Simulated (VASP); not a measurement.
# AlCo in VASP: notebook

The runs below take AlCo through single point, with PBE.

All numbers are computed with VASP 6.6.1; they aren't measurements. Logs are shortened: lines on timing, memory, paths and dates and some standing lists are left out, and cuts for length are marked.

### 1 The cell of the first run

Symmetry: Pm-3m, No. 221, cubic system. Conventional cell: a = 2.709 Å, b = 2.709 Å, c = 2.709 Å, α = 90.00°, β = 90.00°, γ = 90.00°. Within 3.1 Å of Al (site symmetry m-3m) lie 8 Co at 2.35 Å and 6 Al at 2.71 Å. Co (site symmetry m-3m) has 8 Al at 2.35 Å and 6 Co at 2.71 Å within 3.1 Å.

### 2 Single point, PBE (strain -0.050 along x and y, -0.050 along z)

The input, INCAR:

```
SYSTEM = AlCo
ALGO     = Normal         ! electronic algorithm
EDIFF    = 1E-7           ! SCF threshold, eV
ENCUT    = 520            ! plane-wave cutoff, eV
GGA      = PE             ! functional
ISIF     = 2              ! what is computed and relaxed
ISMEAR   = 0              ! smearing method
LASPH    = .TRUE.         ! aspherical terms in the spheres
LCHARG   = .TRUE.         ! write CHGCAR
LELF     = .TRUE.         ! ELF
LREAL    = .FALSE.        ! projectors in reciprocal space
LVHAR    = .TRUE.       
LWAVE    = .FALSE.        ! write WAVECAR
NBANDS   = 13             ! bands
NELM     = 100            ! most SCF steps
PREC     = Accurate       ! precision mode
SIGMA    = 0.15           ! smearing width, eV
```

The input, KPOINTS:

```
k-points
0
G
  22 22 22
  0 0 0
```

The input, POSCAR:

```
AlCo
1.0
    2.7093072762      0.0000000000      0.0000000000
    0.0000000000      2.7093072762      0.0000000000
    0.0000000000      0.0000000000      2.7093072762
Al Co
1 1
Direct
    0.0000000000      0.0000000000      0.0000000000
    0.5000000000      0.5000000000      0.5000000000
```

Potentials or basis: VASP PAW PBE potentials, release 64 (Al, Co).

Command:

```console
> cat potpaw_PBE.64/Al/POTCAR potpaw_PBE.64/Co/POTCAR > POTCAR
> mpirun -np 1 vasp_std > vasp.out
```

OUTCAR:

```text
SYSTEM = AlCo
   EDIFF = 1E-7
   ENCUT = 520
   GGA = PE
   ISIF = 2
   ISMEAR = 0
   LASPH = .TRUE.
   LREAL = .FALSE.
   NELM = 100
   PREC = Accurate

 ion  position               nearest neighbor table
   1  0.000  0.000  0.000-   2 2.35   2 2.35   2 2.35   2 2.35   2 2.35   2 2.35   2 2.35   2 2.35

   2  0.500  0.500  0.500-   1 2.35   1 2.35   1 2.35   1 2.35   1 2.35   1 2.35   1 2.35   1 2.35

  LATTYP: Found a simple cubic cell.
 ALAT       =     2.7093072762

  Lattice vectors:

 A1 = (   2.7093072762,   0.0000000000,   0.0000000000)
 A2 = (   0.0000000000,   2.7093072762,   0.0000000000)
 A3 = (   0.0000000000,   0.0000000000,   2.7093072762)

Analysis of symmetry for initial positions (statically):
=====================================================================
 Subroutine PRICEL returns:
 Original cell was already a primitive cell.

 Routine SETGRP: Setting up the symmetry group for a
 simple cubic supercell.

 Subroutine GETGRP returns: Found 48 space group operations
 (whereof 48 operations were pure point group operations)
 out of a pool of 48 trial point group operations.

The static configuration has the point symmetry O_h .

Analysis of symmetry for dynamics (positions and initial velocities):
=====================================================================
 Subroutine PRICEL returns:
 Original cell was already a primitive cell.

 Routine SETGRP: Setting up the symmetry group for a
 simple cubic supercell.

 Subroutine GETGRP returns: Found 48 space group operations
 (whereof 48 operations were pure point group operations)
 out of a pool of 48 trial point group operations.

The dynamic configuration has the point symmetry O_h .

 Subroutine INISYM returns: Found 48 space group operations
 (whereof 48 operations are pure point group operations),
 and found     1 'primitive' translations

----------------------------------------------------------------------------------------

                                     Primitive cell

  volume of cell :      19.8873

  direct lattice vectors                    reciprocal lattice vectors
     2.709307276  0.000000000  0.000000000     0.369098038  0.000000000  0.000000000
     0.000000000  2.709307276  0.000000000     0.000000000  0.369098038  0.000000000
     0.000000000  0.000000000  2.709307276     0.000000000  0.000000000  0.369098038

  length of vectors
     2.709307276  2.709307276  2.709307276     0.369098038  0.369098038  0.369098038

  position of ions in fractional coordinates (direct lattice)
     0.000000000  0.000000000  0.000000000
     0.500000000  0.500000000  0.500000000

  ion indices of the primitive-cell ions
   primitive index   ion index
                 1           1
                 2           2

----------------------------------------------------------------------------------------

 KPOINTS: k-points

Automatic generation of k-mesh.
 Grid dimensions read from file:
 generate k-points for:   22   22   22

 Generating k-lattice:

  Cartesian coordinates                     Fractional coordinates (reciprocal lattice)
     0.016777184  0.000000000  0.000000000     0.045454545  0.000000000  0.000000000
     0.000000000  0.016777184  0.000000000     0.000000000  0.045454545  0.000000000
     0.000000000  0.000000000  0.016777184     0.000000000  0.000000000  0.045454545

  Length of vectors
     0.016777184  0.016777184  0.016777184

  Shift w.r.t. Gamma in fractional coordinates (k-lattice)
     0.000000000  0.000000000  0.000000000

 Subroutine IBZKPT returns following result:
 ===========================================

 Found    364 irreducible k-points:

 Following reciprocal coordinates:
            Coordinates               Weight
  0.000000  0.000000  0.000000      1.000000
  0.045455  0.000000  0.000000      6.000000
  0.090909  0.000000  0.000000      6.000000
  0.136364  0.000000  0.000000      6.000000
  0.181818  0.000000  0.000000      6.000000
  0.227273  0.000000  0.000000      6.000000
[... 16 lines left out ...]
  0.500000  0.045455  0.000000     12.000000
  0.090909  0.090909  0.000000     12.000000
 [... further k-points ...]
   k-points           NKPTS =    364   k-points in BZ     NKDIM =    364   number of bands    NBANDS=     13
   number of dos      NEDOS =    301   number of ions     NIONS =      2
   total plane-waves  NPLWV =   8000
   dimension x,y,z NGX =    20 NGY =   20 NGZ =   20
   dimension x,y,z NGXF=    40 NGYF=   40 NGZF=   40
   ions per type =               1   1
   NGX,Y,Z   is equivalent  to a cutoff of  12.27, 12.27, 12.27 a.u.
   NGXF,Y,Z  is equivalent  to a cutoff of  24.54, 24.54, 24.54 a.u.
 SYSTEM =  AlCo
   PREC   = accura    normal or accurate (medium, high low for compatibility)
   ISTART =      0    job   : 0-new  1-cont  2-samecut
   ICHARG =      2    charge: 1-file 2-atom 10-const
   ISPIN  =      1    spin polarized calculation?
   LNONCOLLINEAR =      F non collinear calculations
   LSORBIT =      F    spin-orbit coupling
   LASPH  =      T    aspherical Exc in radial PAW
   ENCUT  =  520.0 eV  38.22 Ry    6.18 a.u.   5.04  5.04  5.04*2*pi/ulx,y,z
   NELM   =    100;   NELMIN=  2; NELMDL= -5     # of ELM steps
   EDIFF  = 0.1E-06   stopping-criterion for ELM
   LREAL  =      F    real-space projection
   EDIFFG = 0.1E-05   stopping-criterion for IOM
   NSW    =      0    number of steps for IOM
   IBRION =     -1    ionic relax: 0-MD 1-quasi-New 2-CG
   NFREE  =      0    steps in history (QN), initial steepest desc. (CG)
   ISIF   =      2    stress and relaxation
   ISYM   =      2    0-nonsym 1-usesym 2-fastsym
   POTIM  = 0.5000    time-step for ionic-motion
   TEBEG  =    0.0;   TEEND  =   0.0 temperature during run
   PSTRESS=    0.0 pullay stress
   NELECT =      12.0000    total number of electrons
   NUPDOWN=      -1.0000    fix difference up-down
   EMIN   =  10.00;   EMAX   =-10.00  energy-range for DOS
   EFERMI =   0.00;   METHOD = LEGACY
   ISMEAR =     0;   SIGMA  =   0.15  broadening in eV -4-tet -1-fermi 0-gaus
   EFERMI_NEDOS =   21; number of points for ismear=-14 and -15
   IALGO  =     38    algorithm
   IMIX   =      4    mixing-type and parameters
     AMIX     =   0.40;   BMIX     =  1.00
     AMIX_MAG =   1.60;   BMIX_MAG =  1.00
  volume/ion in A,a.u.               =       9.94        67.10
  Fermi-wavevector in a.u.,A,eV,Ry     =   1.383387  2.614222 26.038275  1.913759
  Thomas-Fermi vector in A             =   2.507990
   LORBIT       =      0    0 simple, 1 ext, 2 COOP (PROOUT), +10 PAW based schemes
   GGA     = PE    functional components
   LHFCALC =     F    Hartree Fock is set to
   AEXX    =    0.0000 exact exchange contribution
   IVDW    =     0    specifies the selected vdW correction
   LEPSILON=     F    determine dielectric tensor
   LRPA    =     F    only Hartree local field effects (RPA)
 non-spin polarized calculation
 Gauss-broadening in eV      SIGMA  =   0.15
  energy-cutoff  :      520.00
  volume of cell :       19.89
 maximum number of plane-waves:       554
   NGX = 11   NGY = 11   NGZ = 11

 number of electron      11.9999998 magnetization

 Free energy of the ion-electron system (eV)
  ---------------------------------------------------
  ext. energy  EPLUGINS =         0.00000000
  ---------------------------------------------------
  free energy    TOTEN  =       -11.64916193 eV

  energy without entropy =      -11.64267709  energy(sigma->0) =      -11.64591951

 E-fermi :  12.7691     XC(G=0): -13.0256

 val. band max:       12.7606868180   @ k =   0.5000   0.3636   0.0455
 cond. band min:      12.7721122852   @ k =   0.4545   0.4091   0.3182
 fundamental gap:      0.0114254672
 Fermi energy:        12.7691482057

 k-point     1 :       0.0000    0.0000    0.0000
  band No.  band energies     occupation
      1       0.6174      2.00000
      2       9.0398      2.00000
      3       9.0398      2.00000
      4      11.7176      2.00000
      5      11.7176      2.00000
      6      11.7176      2.00000
      7      19.5521      0.00000
      8      19.5521      0.00000
      9      19.5521      0.00000
     10      22.1453      0.00000
     11      22.1453      0.00000
     12      31.0869      0.00000
     13      36.3388      0.00000

 k-point     2 :       0.0455    0.0000    0.0000
  band No.  band energies     occupation
      1       0.6612      2.00000
      2       9.0388      2.00000
      3       9.0535      2.00000
      4      11.6915      2.00000
      5      11.6915      2.00000
      6      11.7205      2.00000
      7      19.0517      0.00000
      8      19.6133      0.00000
      9      19.6133      0.00000
     10      22.1324      0.00000
     11      22.6261      0.00000
     12      31.2107      0.00000
     13      35.7306      0.00000

 k-point     3 :       0.0909    0.0000    0.0000
  band No.  band energies     occupation
      1       0.7923      2.00000
      2       9.0315      2.00000
      3       9.0936      2.00000
      4      11.6169      2.00000
      5      11.6169      2.00000
      6      11.7288      2.00000
      7      18.0626      0.00000
      8      19.7933      0.00000
      9      19.7933      0.00000
     10      22.0940      0.00000
     11      23.5537      0.00000
     12      31.5868      0.00000
     13      34.6493      0.00000

 k-point     4 :       0.1364    0.0000    0.0000
  band No.  band energies     occupation
      1       1.0093      2.00000
      2       9.0037      2.00000
      3       9.1578      2.00000
      4      11.5035      2.00000
      5      11.5035      2.00000
      6      11.7419      2.00000
      7      16.9924      0.00000
      8      20.0828      0.00000
      9      20.0828      0.00000
     10      22.0311      0.00000
     11      24.5193      0.00000
     12      32.2234      0.00000
     13      33.4932      0.00000

 k-point     5 :       0.1818    0.0000    0.0000
  band No.  band energies     occupation
      1       1.3105      2.00000
      2       8.9313      2.00000
      3       9.2420      2.00000
      4      11.3645      2.00000
      5      11.3645      2.00000
      6      11.7589      2.00000
      7      15.9690      0.00000
      8      20.4687      0.00000
      9      20.4687      0.00000
     10      21.9459      0.00000
     11      25.4103      0.00000
     12      32.3402      0.00000
     13      32.3402      0.00000
[... 257 lines left out ...]
 k-point    22 :       0.4545    0.0455    0.0000
  band No.  band energies     occupation
      1       4.6810      2.00000
      2       6.1657      2.00000
      3       9.7796      2.00000
      4      10.6590      2.00000
      5      10.6803      2.00000
      6      11.8342      2.00000
      7      13.0680      0.00484
      8      21.2267      0.00000
      9      23.6880      0.00000
     10      24.0291      0.00000
     11      26.3605      0.00000
     12      26.5242      0.00000
     13      29.6315      0.00000

 k-point    23 :       0.5000    0.0455    0.0000
  band No.  band energies     occupation
      1       5.3688      2.00000
      2       5.4673      2.00000
      3       9.7972      2.00000
      4      10.6411      2.00000
      5      10.6623      2.00000
      6      11.8372      2.00000
      7      13.0343      0.01243
      8      21.2275      0.00000
      9      23.9002      0.00000
     10      24.3376      0.00000
     11      26.0851      0.00000
     12      26.1694      0.00000
     13      29.9162      0.00000

 k-point    24 :       0.0909    0.0909    0.0000
  band No.  band energies     occupation
      1       0.9660      2.00000
      2       9.0646      2.00000
      3       9.1122      2.00000
      4      11.5062      2.00000
      5      11.6079      2.00000
      6      11.6502      2.00000
      7      17.9573      0.00000
      8      18.6066      0.00000
      9      20.0329      0.00000
     10      22.8170      0.00000
     11      24.2713      0.00000
     12      32.0347      0.00000
     13      32.9636      0.00000

 [... further k-points ...]

------------------------ aborting loop because EDIFF is reached ----------------------------------------

  FORCE on cell =-STRESS in cart. coord.  units (eV):
  Direction    XX          YY          ZZ          XY          YZ          ZX
  --------------------------------------------------------------------------------------
  -------------------------------------------------------------------------------------
  Total        4.7401986      4.7401986      4.7401986      0.0000000      0.0000000      0.0000000
  in kB      381.8847646    381.8847646    381.8847646      0.0000000      0.0000000      0.0000000
  external PRESSURE =     381.8847646 kB  Pullay stress =       0.0000000 kB

 VOLUME and BASIS-vectors are now :
 -----------------------------------------------------------------------------
  energy-cutoff  :      520.00
  volume of cell :       19.89
      direct lattice vectors                 reciprocal lattice vectors
     2.709307276  0.000000000  0.000000000     0.369098038  0.000000000  0.000000000
     0.000000000  2.709307276  0.000000000     0.000000000  0.369098038  0.000000000
     0.000000000  0.000000000  2.709307276     0.000000000  0.000000000  0.369098038

 POSITION                                       TOTAL-FORCE (eV/Angst)
 -----------------------------------------------------------------------------------
      0.00000      0.00000      0.00000         0.000000      0.000000      0.000000
      1.35465      1.35465      1.35465         0.000000      0.000000      0.000000
 -----------------------------------------------------------------------------------
    total drift:                               -0.000000      0.000000      0.000000

  FREE ENERGIE OF THE ION-ELECTRON SYSTEM (eV)
  ---------------------------------------------------
  free  energy   TOTEN  =       -11.6491619309 eV

  energy  without entropy=      -11.6426770921  energy(sigma->0) =      -11.64591951
```

It took 35 s on 1 thread of AMD EPYC 9R45 (Zen 5), shared host; peak memory 0.18 GiB.

What came out:

```yaml
Free_energy: -11.6492 eV
Pressure: 38.2 GPa
Band_gap_on_the_k_mesh: zero (bands 6 and 7 overlap by 2.68 eV)
```

Levels at points of the mesh, in eV from the Fermi level:
| k point | band 4 | band 5 | band 6 | band 7 | band 8 | band 9 |
| --- | --- | --- | --- | --- | --- | --- |
| (0.00, 0.00, 0.00) | -1.05 | -1.05 | -1.05 | 6.78 | 6.78 | 6.78 |
| (0.50, 0.00, 0.00) | -2.11 | -2.11 | -0.91 | 0.27 | 8.55 | 11.49 |
| (0.50, 0.50, 0.00) | -3.00 | -1.90 | -1.90 | -0.29 | 2.92 | 4.40 |
| (0.50, 0.50, 0.50) | -0.24 | -0.24 | 2.39 | 2.39 | 2.39 | 5.61 |

Caveat: the cell differs from its parent crystal (strain -0.050 along x and y, -0.050 along z); the cell stands under pressure; the run has no spin polarisation, though such a crystal can be magnetic. Spin polarisation is off, so any magnetic state and its effect on volume and gap are missing.

(Part 1 of 3 ends here.)
